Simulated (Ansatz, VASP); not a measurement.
**CoO: VASP beside Ansatz**

File POSCAR:

```
CoO
1.0
    2.8917294420      0.0000000000      0.0000000000
   -1.4458647210      2.5043111576      0.0000000000
    0.0000000000      0.0000000000      5.1596397638
Co O
2 2
Direct
    0.0000000000      0.0000000000      0.0000000000
    0.0000000000      0.0000000000      0.5000000000
    0.3333333333      0.6666666667      0.2500000000
    0.6666666667      0.3333333333      0.7500000000
```

The input INCAR.step1:

```
SYSTEM = CoO
PREC = Accurate
ENCUT = 520
ISMEAR = 0
SIGMA = 0.1
LREAL = .FALSE.
LASPH = .TRUE.
NELM = 100
NBANDS = 23
GGA = PE
ALGO = Normal
EDIFF = 1E-4
LWAVE = .TRUE.
LCHARG = .FALSE.
```

File INCAR.step2:

```
SYSTEM = CoO
PREC = Accurate
ENCUT = 520
EDIFF = 1E-6
ISMEAR = 0
SIGMA = 0.1
LREAL = .FALSE.
LASPH = .TRUE.
NELM = 100
ALGO = Normal
ISIF = 2
LWAVE = .FALSE.
LCHARG = .FALSE.
METAGGA = R2SCAN
LMIXTAU = .TRUE.
NBANDS = 23
ISTART = 1
```

File KPOINTS:

```
Automatic mesh
0
G
  18 18 8
  0 0 0
```

Input for Ansatz:

```yaml
crystal:
  lattice:
    - [2.891729442, 0.0, 0.0]
    - [-1.445864721, 2.5043111576, 0.0]
    - [0.0, 0.0, 5.1596397638]
  atoms:
    - { symbol: Co, position: [0.0, 0.0, 0.0] }
    - { symbol: Co, position: [0.0, 0.0, 0.5] }
    - { symbol: O, position: [0.3333333333, 0.6666666667, 0.25] }
    - { symbol: O, position: [0.6666666667, 0.3333333333, 0.75] }
basis:
  ecutwfc: 500
kpoints:
  mp_grid: { grid: [18, 18, 8] }
hamiltonian:
  xc: r2scan
scf:
  occupations: { method: gaussian, width: 0.1 }
  lower_state_search: "off"
output:
  forces: true
  stress: true
  eigenvalues: true
```

Alike in both runs: task single point; functional r2SCAN; k mesh 18 × 18 × 8; occupations gaussian, width 0.1 eV; no spin polarisation.

|  | VASP | Ansatz |
| --- | --- | --- |
| version | VASP 6.6.1 | Ansatz 0.2.0 |
| potentials or method | VASP PAW PBE potentials, release 64 (Co, O), cutoff 520 eV | scalar-relativistic, plane waves, PAW |
| valence electrons in the cell | 30 | 46 |

Ansatz gave:

| Quantity | Value |
| --- | --- |
| gap on the k mesh at the Fermi level (eV) | none |
| pressure (GPa) | -21.4 |
| traceless stress, the component that is largest in VASP (GPa) | -2.92 |

Estimate VASP's values.

gap on the k mesh at the Fermi level (eV): none; pressure (GPa): -20.8; traceless stress, the component that is largest in VASP (GPa): -2.80.

VASP's potentials were made for PBE, not for r2SCAN. A gap of «none» marks a metal or a gap that the smearing closes. VASP's potentials hold 30 valence electrons a cell and Ansatz's 46, so a difference there can come from the potentials and not from the codes.
